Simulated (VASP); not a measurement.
# Au (P6_3/mmc) in VASP: notebook, part 2 of 2

VASP 6.6.1.

## Step 4: Relaxation of shape and atoms at fixed volume, LDA (16.93 Å³/atom)

This run uses another cell than the first one, of 16.93 Å³/atom.

INCAR

```
PREC     = Accurate       # precision mode
ENCUT    = 600            # plane-wave cutoff, eV
EDIFF    = 1E-6           # SCF threshold, eV
ISMEAR   = -1             # smearing method
SIGMA    = 0.15           # smearing width, eV
LREAL    = False          # projectors in reciprocal space
LASPH    = True           # aspherical terms in the spheres
NELM     = 80             # most SCF steps
ALGO     = Fast           # electronic algorithm
ISIF     = 4              # what is computed and relaxed
LWAVE    = False          # write WAVECAR
LCHARG   = False          # write CHGCAR
GGA      = CA             # functional
IBRION   = 2              # ionic algorithm
NSW      = 80             # ionic steps
EDIFFG   = -0.001         # ionic threshold
```

KPOINTS

```
Automatic mesh
0
Gamma
  18 18 10
```

POSCAR

```
Au
1.0
    2.8557632455      0.0000000000      0.0000000000
   -1.4278816227      2.4731635178      0.0000000000
    0.0000000000      0.0000000000      4.7933862149
Au
2
Direct
    0.3333333333      0.6666666667      0.7500000000
    0.6666666667      0.3333333333      0.2500000000
```

Potentials or basis: VASP PAW LDA potentials, release 64 (Au).

Launch:

```bash
$ cat potpaw_LDA.64/Au/POTCAR > POTCAR
$ mpirun -np 1 vasp_std > vasp.out
```

OUTCAR:

```text
PREC = Accurate
   ENCUT = 600
   EDIFF = 1E-6
   ISMEAR = -1
   LREAL = False
   LASPH = True
   NELM = 80
   ISIF = 4
   GGA = CA
   IBRION = 2
   NSW = 80
   EDIFFG = -0.001

 ion  position               nearest neighbor table
   1  0.333  0.667  0.750-   2 2.91   2 2.91   2 2.91   2 2.91   2 2.91   2 2.91
   2  0.667  0.333  0.250-   1 2.91   1 2.91   1 2.91   1 2.91   1 2.91   1 2.91

  LATTYP: Found a hexagonal cell.
 ALAT       =     2.8557632455
 C/A-ratio  =     1.6784956605

  Lattice vectors:

 A1 = (   2.8557632455,   0.0000000000,   0.0000000000)
 A2 = (  -1.4278816227,   2.4731635178,   0.0000000000)
 A3 = (   0.0000000000,   0.0000000000,   4.7933862149)

Analysis of symmetry for initial positions (statically):
=====================================================================
 Subroutine PRICEL returns:
 Original cell was already a primitive cell.

 Routine SETGRP: Setting up the symmetry group for a
 hexagonal supercell.

 Subroutine GETGRP returns: Found 24 space group operations
 (whereof 12 operations were pure point group operations)
 out of a pool of 24 trial point group operations.

The static configuration has the point symmetry D_3d.
 The point group associated with its full space group is D_6h.

Analysis of symmetry for dynamics (positions and initial velocities):
=====================================================================
 Subroutine PRICEL returns:
 Original cell was already a primitive cell.

 Routine SETGRP: Setting up the symmetry group for a
 hexagonal supercell.

 Subroutine GETGRP returns: Found 24 space group operations
 (whereof 12 operations were pure point group operations)
 out of a pool of 24 trial point group operations.

The dynamic configuration has the point symmetry D_3d.
 The point group associated with its full space group is D_6h.

 Subroutine INISYM returns: Found 24 space group operations
 (whereof 12 operations are pure point group operations),
 and found     1 'primitive' translations

[... 136 lines left out ...]
 number of electron      22.0000002 magnetization

 Free energy of the ion-electron system (eV)
  ---------------------------------------------------
  ext. energy  EPLUGINS =         0.00000000
  ---------------------------------------------------
  free energy    TOTEN  =        -8.89157495 eV

  energy without entropy =       -8.84458295  energy(sigma->0) =       -8.86807895

------------------------ aborting loop because EDIFF is reached ----------------------------------------

  FORCE on cell =-STRESS in cart. coord.  units (eV):
  Direction    XX          YY          ZZ          XY          YZ          ZX
  --------------------------------------------------------------------------------------
  -------------------------------------------------------------------------------------
  Total       -0.6393043     -0.6393043     -0.6358755     -0.0000000      0.0000000      0.0000000
  in kB      -30.2552504    -30.2552504    -30.0929806     -0.0000000      0.0000000      0.0000000
  external PRESSURE =     -30.2011605 kB  Pullay stress =       0.0000000 kB
[... 59 lines left out ...]
--------------------------------------- Ionic step        3  -------------------------------------------

 number of electron      22.0000002 magnetization

 Free energy of the ion-electron system (eV)
  ---------------------------------------------------
  ext. energy  EPLUGINS =         0.00000000
  ---------------------------------------------------
  free energy    TOTEN  =        -8.89157515 eV

  energy without entropy =       -8.84458679  energy(sigma->0) =       -8.86808097

 E-fermi :   9.3638     XC(G=0): -13.0220

 val. band max:        9.3623191100   @ k =   0.1667   0.0556   0.2000
 cond. band min:       9.3679597159   @ k =   0.1667   0.1667   0.3000
 fundamental gap:      0.0056406059
 Fermi energy:         9.3638006736

 k-point     1 :       0.0000    0.0000    0.0000
  band No.  band energies     occupation
      1      -0.5884      2.00000
      2       1.8892      2.00000
      3       4.4656      2.00000
      4       4.7537      2.00000
      5       4.7537      2.00000
      6       5.0724      2.00000
      7       5.0724      2.00000
      8       5.7917      2.00000
      9       5.7917      2.00000
     10       7.1915      2.00000
     11       7.1915      2.00000
     12       8.1662      1.99932
     13      12.0880      0.00000
     14      23.9487      0.00000
[... 401 lines left out ...]
      2       2.7349      2.00000
      3       3.0729      2.00000
      4       4.6803      2.00000
      5       4.9718      2.00000
      6       5.0665      2.00000
      7       5.2656      2.00000
      8       7.1414      2.00000
      9       7.3090      2.00000
     10       7.4455      1.99999
     11       9.3017      1.20404
     12      12.2945      0.00000
     13      14.6554      0.00000
     14      16.7490      0.00000
     15      17.2712      0.00000

 [... further k-points ...]

------------------------ aborting loop because EDIFF is reached ----------------------------------------

  FORCE on cell =-STRESS in cart. coord.  units (eV):
  Direction    XX          YY          ZZ          XY          YZ          ZX
  --------------------------------------------------------------------------------------
  -------------------------------------------------------------------------------------
  Total       -0.6396621     -0.6396621     -0.6412881     -0.0000000      0.0000000      0.0000000
  in kB      -30.2721828    -30.2721828    -30.3491340     -0.0000000      0.0000000      0.0000000
  external PRESSURE =     -30.2978332 kB  Pullay stress =       0.0000000 kB
[... 17 lines left out ...]
  FREE ENERGIE OF THE ION-ELECTRON SYSTEM (eV)
  ---------------------------------------------------
  free  energy   TOTEN  =        -8.8915751530 eV

  energy  without entropy=       -8.8445867851  energy(sigma->0) =       -8.86808097

 reached required accuracy - stopping structural energy minimisation
```

OSZICAR:

```text
N       E                     dE             d eps       ncg     rms          rms(c)
DAV:   1     0.132715704065E+03    0.13272E+03   -0.13049E+04  6660   0.160E+03
DAV:   2    -0.770450410747E+01   -0.14042E+03   -0.13508E+03  7150   0.308E+02
[... 14 lines left out ...]
   2 F= -.88915754E+01 E0= -.88680795E+01  d E =-.481248E-06
       N       E                     dE             d eps       ncg     rms          rms(c)
DAV:   1    -0.889158165928E+01   -0.56783E-05   -0.33098E-04  7668   0.149E-01    0.120E-02
RMM:   2    -0.889157689192E+01    0.47674E-05   -0.24115E-06  4337   0.125E-02    0.591E-03
RMM:   3    -0.889157514048E+01    0.17514E-05   -0.22348E-06  4272   0.117E-02    0.133E-03
RMM:   4    -0.889157515303E+01   -0.12548E-07   -0.10447E-07  3456   0.310E-03
   3 F= -.88915752E+01 E0= -.88680810E+01  d E =-.203184E-06
```

CONTCAR:

```text
Au
   1.00000000000000
     2.8554483555387846   -0.0000000000035612    0.0000000000000000
    -1.4277241777224821    2.4728908150955884   -0.0000000000000000
     0.0000000000000000    0.0000000000000000    4.7944434726317375
  Au
     2
Direct
     0.3333333332999970    0.6666666667000030    0.7500000000000000
     0.6666666667000030    0.3333333332999970    0.2500000000000000

  0.00000000E+00  0.00000000E+00  0.00000000E+00
  0.00000000E+00  0.00000000E+00  0.00000000E+00
```

Run time: 68 s. Hardware: 1 thread of Intel Xeon Platinum 8488C (Sapphire Rapids), shared host; peak memory 0.24 GiB.

Results:

| Quantity | Value |
| --- | --- |
| Free energy | -8.8916 eV |
| Energy gained by relaxing | 0.0 meV/atom |
| Ionic steps | 3 |
| Pressure after relaxing | -3.0 GPa |
| Band gap on the k mesh | zero (bands 11 and 12 overlap by 6.98 eV) |

Final structure:
```yaml
crystal:
  lattice:
    - [2.85545, 0.00000, 0.00000]
    - [-1.42772, 2.47289, 0.00000]
    - [0.00000, 0.00000, 4.79444]
  atoms:
    - { symbol: Au, position: [0.33333, 0.66667, 0.75000] }
    - { symbol: Au, position: [0.66667, 0.33333, 0.25000] }
```

Caveat: spin-orbit coupling is left out, which moves the levels of the heavy elements.

## Step 5: Summary

| task | cell | smearing | gap on the mesh (eV) | pressure (GPa) | relaxed volume (Å³/atom) |
| --- | --- | --- | --- | --- | --- |
| relaxation of cell and atoms | relaxed from a = 2.838, b = 2.838, c = 4.754 Å, angles 90.0, 90.0, 120.0°, 2 atoms | fermi-dirac 0.15 eV | none | 0.0 | 16.65 |
| relaxation of cell and atoms | relaxed from a = 2.879, b = 2.879, c = 4.638 Å, angles 90.0, 90.0, 120.0°, 2 atoms | gaussian 0.1 eV | none | 0.0 | 16.64 |
| relaxation of shape and atoms at fixed volume | relaxed from a = 2.856, b = 2.856, c = 4.793 Å, angles 90.0, 90.0, 120.0°, 2 atoms | fermi-dirac 0.15 eV | none | -3.0 | - |

Alike in all rows: level LDA; potentials or basis VASP PAW LDA potentials, release 64 (Au); no spin polarisation; k mesh 18 × 18 × 10; cutoff (eV) 600.

Caveats: spin-orbit coupling is left out, which moves the levels of the heavy elements.

Total energies depend on the potentials used, so only differences within one code and one set of settings carry meaning.

The gap in the log of VASP goes by the Fermi energy; the results here count the filled bands.